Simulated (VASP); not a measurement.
# Mo3H in VASP: further runs

Runs on Mo3H. Level: PBE. Tasks: single point.

Everything below comes from runs of VASP 6.6.1. Logs are shortened: lines on timing, memory, paths and dates and some standing lists are left out, and cuts for length are marked.

## Step 1: The cell of the first run

The cell holds a slab with vacuum, 4 atoms: a = 2.737 Å, b = 2.737 Å, c = 21.308 Å, α = 90.00°, β = 90.00°, γ = 109.47°.

## Step 2: Single point, PBE, collinear spin

INCAR reads:

```
SYSTEM = Mo3H
ALGO     = Normal         ! electronic algorithm
AMIX     = 0.1          
AMIX_MAG = 0.4          
BMIX     = 1E-4         
BMIX_MAG = 1E-4         
DIPOL    = 0.5 0.5 0.348
EDIFF    = 1E-6           ! SCF threshold, eV
ENCUT    = 450            ! plane-wave cutoff, eV
GGA      = PE             ! functional
GGA_COMPAT= .FALSE.      
IDIPOL   = 3            
ISIF     = 2              ! what is computed and relaxed
ISMEAR   = 0              ! smearing method
ISPIN    = 2              ! spin polarisation
KPAR     = 4            
LASPH    = .TRUE.         ! aspherical terms in the spheres
LCHARG   = .TRUE.         ! write CHGCAR
LDIPOL   = .TRUE.       
LMAXMIX  = 4              ! l up to which the mixer works
LORBIT   = 11             ! projections on sites
LREAL    = .FALSE.        ! projectors in reciprocal space
LVACPOTAV= .TRUE.       
LVHAR    = .TRUE.       
LWAVE    = .FALSE.        ! write WAVECAR
MAGMOM   = 0 0 0 1        ! initial moments
NBANDS   = 34             ! bands
NELM     = 300            ! most SCF steps
NELMDL   = -8           
PREC     = Accurate       ! precision mode
SIGMA    = 0.1            ! smearing width, eV
```

KPOINTS reads:

```
k-points
0
G
  10 10 1
  0 0 0
```

POSCAR reads:

```
Mo3H
1.0
    2.7370454666      0.0000000000      0.0000000000
   -0.9123484889      2.5805112132      0.0000000000
    0.0000000000      0.0000000000     21.3082440588
Mo H
3 1
Direct
    0.5000000000      0.5000000000      0.1877207708
    0.0000000000      0.0000000000      0.2888166433
    0.5000000000      0.5000000000      0.3899074948
    0.8333333333      0.8333333333      0.5264743556
```

Potentials or basis: VASP PAW PBE potentials, release 64 (Mo_sv, H).

On the command line:

```bash
> cat potpaw_PBE.64/Mo_sv/POTCAR potpaw_PBE.64/H/POTCAR > POTCAR
> mpirun -np 4 vasp_std > vasp.out
```

OUTCAR:

```text
SYSTEM = Mo3H
   AMIX = 0.1
   AMIX_MAG = 0.4
   EDIFF = 1E-6
   ENCUT = 450
   GGA = PE
   ISIF = 2
   ISMEAR = 0
   ISPIN = 2
   LASPH = .TRUE.
   LORBIT = 11
   LREAL = .FALSE.
   NELM = 300
   NELMDL = -8
   PREC = Accurate

 ion  position               nearest neighbor table
   1  0.500  0.500  0.188-   2 2.67   2 2.67   2 3.10   2 3.10
   2  0.000  0.000  0.289-   3 2.67   3 2.67   1 2.67   1 2.67   3 3.10   3 3.10   1 3.10   1 3.10

   3  0.500  0.500  0.390-   2 2.67   2 2.67   2 3.10   2 3.10
   4  0.833  0.833  0.526-

  LATTYP: Found a base centered orthorhombic cell.
 ALAT       =     3.1604678739
 B/A-ratio  =     1.4142135624
 C/A-ratio  =     6.7421169615

  Lattice vectors:

 A1 = (   2.7370454666,   0.0000000000,   0.0000000000)
 A2 = (  -0.9123484889,   2.5805112132,   0.0000000000)
 A3 = (   0.0000000000,   0.0000000000,  21.3082440588)

Analysis of symmetry for initial positions (statically):
=====================================================================
 Subroutine PRICEL returns:
 Original cell was already a primitive cell.

 Routine SETGRP: Setting up the symmetry group for a
 base centered orthorhombic supercell.

 Subroutine GETGRP returns: Found  2 space group operations
 (whereof  2 operations were pure point group operations)
 out of a pool of  8 trial point group operations.

The static configuration has the point symmetry C_1h.

Analysis of symmetry for dynamics (positions and initial velocities):
=====================================================================
 Subroutine PRICEL returns:
 Original cell was already a primitive cell.

 Routine SETGRP: Setting up the symmetry group for a
 base centered orthorhombic supercell.

 Subroutine GETGRP returns: Found  2 space group operations
 (whereof  2 operations were pure point group operations)
 out of a pool of  8 trial point group operations.

The dynamic configuration has the point symmetry C_1h.

Analysis of structural, dynamic, and magnetic symmetry:
=====================================================================
 Subroutine PRICEL returns:
 Original cell was already a primitive cell.

 Routine SETGRP: Setting up the symmetry group for a
 base centered orthorhombic supercell.

[... 134 lines left out ...]
   LHFCALC =     F    Hartree Fock is set to
   AEXX    =    0.0000 exact exchange contribution
   IVDW    =     0    specifies the selected vdW correction
   LEPSILON=     F    determine dielectric tensor
   LRPA    =     F    only Hartree local field effects (RPA)
 spin polarized calculation
 Gauss-broadening in eV      SIGMA  =   0.10
  energy-cutoff  :      450.00
  volume of cell :      150.50
 maximum number of plane-waves:      3294
   NGX =  9   NGY =  9   NGZ = 73

 dipolmoment           0.000000      0.000000     -0.011003 electrons x Angstroem

 number of electron      42.9999993 magnetization       0.7054638

 dipolmoment           0.000000      0.000000      0.047146 electrons x Angstroem

 Free energy of the ion-electron system (eV)
  ---------------------------------------------------
  ext. energy  EPLUGINS =         0.00000000
  ---------------------------------------------------
  free energy    TOTEN  =       -31.60802671 eV

  energy without entropy =      -31.59133669  energy(sigma->0) =      -31.59968170

 E-fermi :   0.5095     XC(G=0):  -5.5733

 val. band max:        0.5034146223   @ k =   0.4000   0.3000   0.0000
 cond. band min:       0.5347034990   @ k =   0.1000   0.1000   0.0000
 fundamental gap:      0.0312888767
 Fermi energy:         0.5094877100

 spin component 1

 k-point     1 :       0.0000    0.0000    0.0000
  band No.  band energies     occupation
      1     -60.7596      1.00000
      2     -60.5024      1.00000
      3     -60.4379      1.00000
      4     -35.2934      1.00000
      5     -34.6794      1.00000
      6     -34.4665      1.00000
[... 853 lines left out ...]
     32       8.9194      0.00000
     33       9.2537      0.00000

 [... further k-points ...]

 spin component 2

 k-point     1 :       0.0000    0.0000    0.0000
  band No.  band energies     occupation
      1     -60.7620      1.00000
      2     -60.5034      1.00000
      3     -60.4246      1.00000
      4     -35.2954      1.00000
      5     -34.6710      1.00000
      6     -34.4616      1.00000
[... 853 lines left out ...]
     32       9.0851      0.00000
     33       9.3628      0.00000

 [... further k-points ...]

 [bands above 33 left out]

------------------------ aborting loop because EDIFF is reached ----------------------------------------

  FORCE on cell =-STRESS in cart. coord.  units (eV):
  Direction    XX          YY          ZZ          XY          YZ          ZX
  --------------------------------------------------------------------------------------
  -------------------------------------------------------------------------------------
  Total       -2.7270436     -2.5476428     -1.8943520      0.2537110     -0.1353830     -0.0957303
  in kB      -29.0313502    -27.1214994    -20.1667466      2.7009370     -1.4412499     -1.0191179
  external PRESSURE =     -25.4398654 kB  Pullay stress =       0.0000000 kB

 VOLUME and BASIS-vectors are now :
 -----------------------------------------------------------------------------
  energy-cutoff  :      450.00
  volume of cell :      150.50
      direct lattice vectors                 reciprocal lattice vectors
     2.737045467  0.000000000  0.000000000     0.365357467  0.129173371  0.000000000
    -0.912348489  2.580511213  0.000000000     0.000000000  0.387520114  0.000000000
     0.000000000  0.000000000 21.308244059     0.000000000  0.000000000  0.046930193

 POSITION                                       TOTAL-FORCE (eV/Angst)
 -----------------------------------------------------------------------------------
      0.91235      1.29026      4.00000         0.004557      0.006445     -0.014896
      0.00000      0.00000      6.15418        -0.019332     -0.027339     -0.071343
      0.91235      1.29026      8.30824         0.055196      0.078059      0.769421
      1.52058      2.15043     11.21824        -0.040422     -0.057165     -0.683182
 -----------------------------------------------------------------------------------
    total drift:                                0.000012      0.000017     -0.001588

  FREE ENERGIE OF THE ION-ELECTRON SYSTEM (eV)
  ---------------------------------------------------
  free  energy   TOTEN  =       -31.6080267091 eV

  energy  without entropy=      -31.5913366870  energy(sigma->0) =      -31.59968170

 vacuum level on the upper side and lower side of the slab         6.351         5.147

 total charge

# of ion       s       p       d       tot
------------------------------------------
    1        2.374   6.133   3.905  12.412
    2        2.385   6.214   3.943  12.543
    3        2.361   6.131   3.902  12.394
    4        0.374   0.001   0.000   0.375
--------------------------------------------------
tot          7.494  18.479  11.750  37.723

 magnetization (x)

# of ion       s       p       d       tot
------------------------------------------
    1        0.001   0.004   0.027   0.032
    2       -0.000   0.002  -0.007  -0.005
    3       -0.003  -0.010  -0.003  -0.015
    4        0.298   0.000   0.000   0.298
--------------------------------------------------
tot          0.296  -0.003   0.017   0.309
```

stdout:

```text
POSCAR found type information on POSCAR MoH
 POSCAR found :  2 types and       4 ions
 scaLAPACK will be used
 LDA part: xc-table for (Slater+PW92), standard interpolation
 POSCAR, INCAR and KPOINTS ok, starting setup
 FFT: planning ... GRIDC
 FFT: planning ... GRID_SOFT
 FFT: planning ... GRID
 WAVECAR not read
 entering main loop
 -----------------------------------------------------------------------------
|                                                                             |
|           W    W    AA    RRRRR   N    N  II  N    N   GGGG   !!!           |
|           W    W   A  A   R    R  NN   N  II  NN   N  G    G  !!!           |
|           W    W  A    A  R    R  N N  N  II  N N  N  G       !!!           |
|           W WW W  AAAAAA  RRRRR   N  N N  II  N  N N  G  GGG   !            |
|           WW  WW  A    A  R   R   N   NN  II  N   NN  G    G                |
|           W    W  A    A  R    R  N    N  II  N    N   GGGG   !!!           |
|                                                                             |
|     Did not find any points to average over, which means that no vacuum     |
|     field-free region was found. Please increase the size of  your cell     |
|     in the dimension of the dipole correction to obtain accurate            |
|     workfunction values.                                                    |
|                                                                             |
 -----------------------------------------------------------------------------
```

Run time: 63 s. Hardware: 4 MPI ranks of Intel Xeon 6975P-C (Granite Rapids), shared host; peak memory 0.38 GiB.

Results:

| Item | Value |
| --- | --- |
| Free energy | -31.6080 eV |
| Largest force | 0.775 eV/Å |
| Net moment | 0.71 μB per cell |
| Site moments | Mo +0.03, -0.01 (each value once); H +0.30 μB |
| Valence electrons inside the program's atomic spheres | Mo 12.41, 12.54, 12.39; H 0.38 |

Forces in eV/Å, atoms in the order of the input:
```
Mo   0.005  0.006 -0.015
Mo  -0.019 -0.027 -0.071
Mo   0.055  0.078  0.769
H   -0.040 -0.057 -0.683
```

Caveat: a moment this small can come from the mesh or the smearing.

## Step 3: Single point, PBE, collinear spin

INCAR reads:

```
SYSTEM = Mo3H
PREC = Accurate
ENCUT = 520
EDIFF = 1E-6
ISMEAR = 0
SIGMA = 0.1
LREAL = .False.
LASPH = .True.
NELM = 150
ALGO = Normal
ISIF = 2
LWAVE = .False.
LCHARG = .False.
ISPIN = 2
MAGMOM = 0 0 0 1
LORBIT = 11
LMAXMIX = 4
LDIPOL = .True.
IDIPOL = 3
DIPOL = 0.5 0.5 0.333
GGA = PE
NBANDS = 34
```

KPOINTS reads:

```
regular mesh
0
Gamma
  10 10 1
  0 0 0
```

Edit POSCAR of step 2 so:

```diff
@@ -11,2 +11,2 @@
     0.5000000000      0.5000000000      0.3899074948
-    0.8333333333      0.8333333333      0.5264743556
+    0.6666666667      0.6666666667      0.4668730108
```

Potentials or basis: VASP PAW PBE potentials, release 64 (Mo_sv, H).

On the command line:

```bash
> cat potpaw_PBE.64/Mo_sv/POTCAR potpaw_PBE.64/H/POTCAR > POTCAR
> mpirun -np 1 vasp_std > vasp.out
```

Wall time 5 min (1 thread of Intel Xeon 6975P-C (Granite Rapids), shared host); peak memory 0.42 GiB.

Results (log left out):

- Free energy: -33.4229 eV
- Largest force: 1.052 eV/Å
- Net moment: 0.00 μB per cell
- Valence electrons inside the program's atomic spheres: Mo 12.41, 12.56, 12.50; H 0.52

Forces on the atoms (eV/Å):
```
Mo   0.089  0.126  0.258
Mo  -0.248 -0.350 -0.960
Mo  -0.114 -0.161  0.509
H    0.273  0.386  0.194
```

Levels at points of the mesh, in eV from the Fermi level:
Spin up:
```csv
k point,band 19,band 20,band 21,band 22,band 23,band 24,band 25,band 26
"(0.00, 0.00, 0.00)",-1.41,-1.27,-0.83,-0.66,0.95,1.35,1.46,1.49
"(0.50, 0.00, 0.00)",-1.82,-0.28,0.58,1.44,1.64,1.79,2.08,2.54
"(0.50, 0.50, 0.00)",-1.60,-0.04,0.28,1.18,1.89,2.87,2.93,4.02
```
Spin down:
```csv
k point,band 18,band 19,band 20,band 21,band 22,band 23,band 24,band 25,band 26,band 27
"(0.00, 0.00, 0.00)",-2.16,-1.41,-1.27,-0.83,-0.66,0.95,1.35,1.46,1.49,1.69
"(0.50, 0.00, 0.00)",-2.70,-1.82,-0.28,0.58,1.44,1.64,1.79,2.08,2.54,2.74
"(0.50, 0.50, 0.00)",-2.74,-1.60,-0.04,0.28,1.18,1.89,2.87,2.93,4.02,4.55
```
